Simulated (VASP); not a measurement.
Input of a VASP 6.6.1 run:

POSCAR

```
Te
1.0
    4.6324895870      0.0000000000      0.0000000000
   -2.3162447935      4.0118536651      0.0000000000
    0.0000000000      0.0000000000      5.8869033494
Te
3
Direct
    0.2535874851      0.0000000000      0.3333333333
    1.0000000000      0.2535874851      0.6666666667
    0.7464125149      0.7464125149      0.0000000000
```

File INCAR.step1:

```
SYSTEM = Te
PREC = Accurate
ENCUT = 520
ISMEAR = -1
SIGMA = 0.05
LREAL = .FALSE.
LASPH = .TRUE.
NELM = 80
NBANDS = 16
GGA = PE
ALGO = Normal
EDIFF = 1E-4
LWAVE = .TRUE.
LCHARG = .FALSE.
```

Contents of INCAR.step2:

```
SYSTEM = Te
PREC = Accurate
ENCUT = 520
EDIFF = 1E-6
ISMEAR = -1
SIGMA = 0.05
LREAL = .FALSE.
LASPH = .TRUE.
NELM = 80
ALGO = Normal
ISIF = 2
LWAVE = .FALSE.
LCHARG = .FALSE.
METAGGA = R2SCAN
LMIXTAU = .TRUE.
NBANDS = 16
ISTART = 1
```

The input KPOINTS:

```
Automatic mesh
0
G
  4 4 3
  0 0 0
```

Potentials or basis: VASP PAW PBE potentials, release 64 (Te).

Run with:

```console
$ cat potpaw_PBE.64/Te/POTCAR > POTCAR
$ cp INCAR.step1 INCAR
$ mpirun -np 1 vasp_std > vasp.out
$ cp INCAR.step2 INCAR
$ mpirun -np 1 vasp_std > vasp.out
```

**Question.** Predict the pressure.

**Answer.** 0.1 GPa.

**Question.** Estimate the band gap on the k mesh.

**Answer.** 1.15 eV, indirect (least direct gap 1.41 eV).

Stress tensor (GPa, compression positive):
```
0.15 0.00 0.00
0.00 0.15 0.00
0.00 0.00 0.01
```

Caveat: the PAW data sets were made with another functional, which shifts forces and pressure a little; spin-orbit coupling is left out, which moves the levels of the heavy elements. A k mesh can miss the band edges.
